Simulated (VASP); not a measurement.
# GaN (Fm-3m) in VASP: single point with LDA

Aim: the single point of GaN with LDA.

Program: VASP 6.6.1. These are calculated values, not measurements. Logs are shortened: lines on timing, memory, paths and dates and some standing lists are left out, and cuts for length are marked.

### 1 The cell of the first run

Symmetry: Fm-3m, No. 225, cubic system. The conventional cell has a = 4.270 Å, b = 4.270 Å, c = 4.270 Å, α = 90.00°, β = 90.00°, γ = 90.00°. Ga (site symmetry m-3m) has 6 N at 2.14 Å within 2.8 Å. N (site symmetry m-3m) has 6 Ga at 2.14 Å within 2.8 Å.

### 2 Single point, LDA

The input, INCAR:

```
SYSTEM = GaN
ALGO = Normal
EDIFF = 1E-6
ENCUT = 600
GGA_COMPAT = .False.
ISIF = 2
ISMEAR = 0
LASPH = .True.
LCHARG = .False.
LREAL = .False.
LWAVE = .False.
NBANDS = 16
NELM = 120
PREC = Accurate
SIGMA = 0.01
```

The input, KPOINTS:

```
k-points
0
Gamma
  6 6 6
  0 0 0
```

The input, POSCAR:

```
GaN
1.0
    0.0000000000      2.1352350000      2.1352350000
    2.1352350000      0.0000000000      2.1352350000
    2.1352350000      2.1352350000      0.0000000000
Ga N
1 1
Direct
    0.0000000000      0.0000000000      0.0000000000
    0.5000000000      0.5000000000      0.5000000000
```

Potentials or basis: VASP PAW LDA potentials, release 64 (Ga_d, N).

Run with:

```
$ cat potpaw_LDA.64/Ga_d/POTCAR potpaw_LDA.64/N/POTCAR > POTCAR
$ mpirun -np 1 vasp_std > vasp.out
```

OUTCAR:

```text
SYSTEM = GaN
   EDIFF = 1E-6
   ENCUT = 600
   ISIF = 2
   ISMEAR = 0
   LASPH = .True.
   LREAL = .False.
   NELM = 120
   PREC = Accurate

 ion  position               nearest neighbor table
   1  0.000  0.000  0.000-   2 2.14   2 2.14   2 2.14   2 2.14   2 2.14   2 2.14
   2  0.500  0.500  0.500-   1 2.14   1 2.14   1 2.14   1 2.14   1 2.14   1 2.14

  LATTYP: Found a face centered cubic cell.
 ALAT       =     4.2704700000

  Lattice vectors:

 A1 = (   0.0000000000,   2.1352350000,   2.1352350000)
 A2 = (   2.1352350000,   0.0000000000,   2.1352350000)
 A3 = (   2.1352350000,   2.1352350000,   0.0000000000)

Analysis of symmetry for initial positions (statically):
=====================================================================
 Subroutine PRICEL returns:
 Original cell was already a primitive cell.

 Routine SETGRP: Setting up the symmetry group for a
 face centered cubic supercell.

 Subroutine GETGRP returns: Found 48 space group operations
 (whereof 48 operations were pure point group operations)
 out of a pool of 48 trial point group operations.

The static configuration has the point symmetry O_h .

Analysis of symmetry for dynamics (positions and initial velocities):
=====================================================================
 Subroutine PRICEL returns:
 Original cell was already a primitive cell.

 Routine SETGRP: Setting up the symmetry group for a
 face centered cubic supercell.

 Subroutine GETGRP returns: Found 48 space group operations
 (whereof 48 operations were pure point group operations)
 out of a pool of 48 trial point group operations.

The dynamic configuration has the point symmetry O_h .

 Subroutine INISYM returns: Found 48 space group operations
 (whereof 48 operations are pure point group operations),
 and found     1 'primitive' translations

----------------------------------------------------------------------------------------

                                     Primitive cell

  volume of cell :      19.4700

  direct lattice vectors                    reciprocal lattice vectors
     0.000000000  2.135235000  2.135235000    -0.234166263  0.234166263  0.234166263
     2.135235000  0.000000000  2.135235000     0.234166263 -0.234166263  0.234166263
     2.135235000  2.135235000  0.000000000     0.234166263  0.234166263 -0.234166263

  length of vectors
     3.019678296  3.019678296  3.019678296     0.405587864  0.405587864  0.405587864

[... 70 lines left out ...]
   NELM   =    120;   NELMIN=  2; NELMDL= -5     # of ELM steps
   EDIFF  = 0.1E-05   stopping-criterion for ELM
   LREAL  =      F    real-space projection
   EDIFFG = 0.1E-04   stopping-criterion for IOM
   NSW    =      0    number of steps for IOM
   IBRION =     -1    ionic relax: 0-MD 1-quasi-New 2-CG
   NFREE  =      0    steps in history (QN), initial steepest desc. (CG)
   ISIF   =      2    stress and relaxation
   ISYM   =      2    0-nonsym 1-usesym 2-fastsym
   POTIM  = 0.5000    time-step for ionic-motion
   TEBEG  =    0.0;   TEEND  =   0.0 temperature during run
   PSTRESS=    0.0 pullay stress
   NELECT =      18.0000    total number of electrons
   NUPDOWN=      -1.0000    fix difference up-down
   EMIN   =  10.00;   EMAX   =-10.00  energy-range for DOS
   EFERMI =   0.00;   METHOD = LEGACY
   ISMEAR =     0;   SIGMA  =   0.01  broadening in eV -4-tet -1-fermi 0-gaus
   EFERMI_NEDOS =   21; number of points for ismear=-14 and -15
   IALGO  =     38    algorithm
   IMIX   =      4    mixing-type and parameters
     AMIX     =   0.40;   BMIX     =  1.00
     AMIX_MAG =   1.60;   BMIX_MAG =  1.00
  volume/ion in A,a.u.               =       9.74        65.70
  Fermi-wavevector in a.u.,A,eV,Ry     =   1.594814  3.013761 34.605481  2.543431
  Thomas-Fermi vector in A             =   2.692830
   LORBIT       =      0    0 simple, 1 ext, 2 COOP (PROOUT), +10 PAW based schemes
   GGA     = CA    functional components
   LHFCALC =     F    Hartree Fock is set to
   AEXX    =    0.0000 exact exchange contribution
   IVDW    =     0    specifies the selected vdW correction
   LEPSILON=     F    determine dielectric tensor
   LRPA    =     F    only Hartree local field effects (RPA)
 non-spin polarized calculation
 Gauss-broadening in eV      SIGMA  =   0.01
  energy-cutoff  :      600.00
  volume of cell :       19.47
 maximum number of plane-waves:       656
   NGX = 13   NGY = 13   NGZ = 13

 number of electron      18.0000005 magnetization

 Free energy of the ion-electron system (eV)
  ---------------------------------------------------
  ext. energy  EPLUGINS =         0.00000000
  ---------------------------------------------------
  free energy    TOTEN  =       -13.02441349 eV

  energy without entropy =      -13.02441349  energy(sigma->0) =      -13.02441349

 E-fermi :   7.4167     XC(G=0): -13.3018

 val. band max:        7.3133895027   @ k =  -0.1667   0.1667   0.0000
 cond. band min:       7.5133356346   @ k =   0.5000   0.5000   0.0000
 fundamental gap:      0.1999461320
 Fermi energy:         7.4167019674

 k-point     1 :       0.0000    0.0000    0.0000
  band No.  band energies     occupation
      1      -9.5928      2.00000
      2      -6.8230      2.00000
      3      -6.8230      2.00000
      4      -6.8230      2.00000
      5      -6.7331      2.00000
      6      -6.7331      2.00000
[... 281 lines left out ...]
      3      -6.7449      2.00000
      4      -6.6990      2.00000
      5      -6.5615      2.00000
      6      -3.7719      2.00000
[... 8 lines left out ...]
     15      28.5682      0.00000
     16      34.3160      0.00000

------------------------ aborting loop because EDIFF is reached ----------------------------------------

  FORCE on cell =-STRESS in cart. coord.  units (eV):
  Direction    XX          YY          ZZ          XY          YZ          ZX
  --------------------------------------------------------------------------------------
  -------------------------------------------------------------------------------------
  Total       -1.5544785     -1.5544785     -1.5544785     -0.0000000     -0.0000000      0.0000000
  in kB     -127.9170028   -127.9170028   -127.9170028     -0.0000000     -0.0000000      0.0000000
  external PRESSURE =    -127.9170028 kB  Pullay stress =       0.0000000 kB

 VOLUME and BASIS-vectors are now :
 -----------------------------------------------------------------------------
  energy-cutoff  :      600.00
  volume of cell :       19.47
      direct lattice vectors                 reciprocal lattice vectors
     0.000000000  2.135235000  2.135235000    -0.234166263  0.234166263  0.234166263
     2.135235000  0.000000000  2.135235000     0.234166263 -0.234166263  0.234166263
     2.135235000  2.135235000  0.000000000     0.234166263  0.234166263 -0.234166263

 POSITION                                       TOTAL-FORCE (eV/Angst)
 -----------------------------------------------------------------------------------
      0.00000      0.00000      0.00000         0.000000      0.000000      0.000000
      2.13524      2.13524      2.13524        -0.000000     -0.000000     -0.000000
 -----------------------------------------------------------------------------------
    total drift:                                0.000000     -0.000000     -0.000000

  FREE ENERGIE OF THE ION-ELECTRON SYSTEM (eV)
  ---------------------------------------------------
  free  energy   TOTEN  =       -13.0244134866 eV

  energy  without entropy=      -13.0244134866  energy(sigma->0) =      -13.02441349
```

stdout:

```text
POSCAR found type information on POSCAR GaN
 POSCAR found :  2 types and       2 ions
 scaLAPACK will be used
 LDA part: xc-table for (Slater(with rela. corr.)+CA(PZ))
 , standard interpolation
 POSCAR, INCAR and KPOINTS ok, starting setup
 FFT: planning ... GRIDC
 FFT: planning ... GRID_SOFT
 FFT: planning ... GRID
 WAVECAR not read
 entering main loop
```

Run time: 9.6 s. Hardware: 1 thread of Intel Xeon 8259CL, shared host; peak memory 0.13 GiB.

Results:

| Property | Result |
| --- | --- |
| Free energy | -13.0244 eV |
| Pressure | -12.8 GPa |
| Band gap on the k mesh | 0.20 eV, indirect (least direct gap 2.44 eV) |

Levels at points of the mesh, in eV from the valence-band top:
```tsv
k point	band 7	band 8	band 9	band 10	band 11	band 12
(0.00, 0.00, 0.00)	-0.50	-0.50	-0.50	1.94	14.45	14.45
(0.50, 0.00, 0.00)	-8.20	-0.18	-0.18	4.51	8.69	8.69
(0.50, 0.50, 0.00)	-6.96	-2.97	-2.97	0.20	7.71	11.46
```

Caveat: the k points lie up to 0.42 Å⁻¹ apart. A k mesh can miss the band edges.
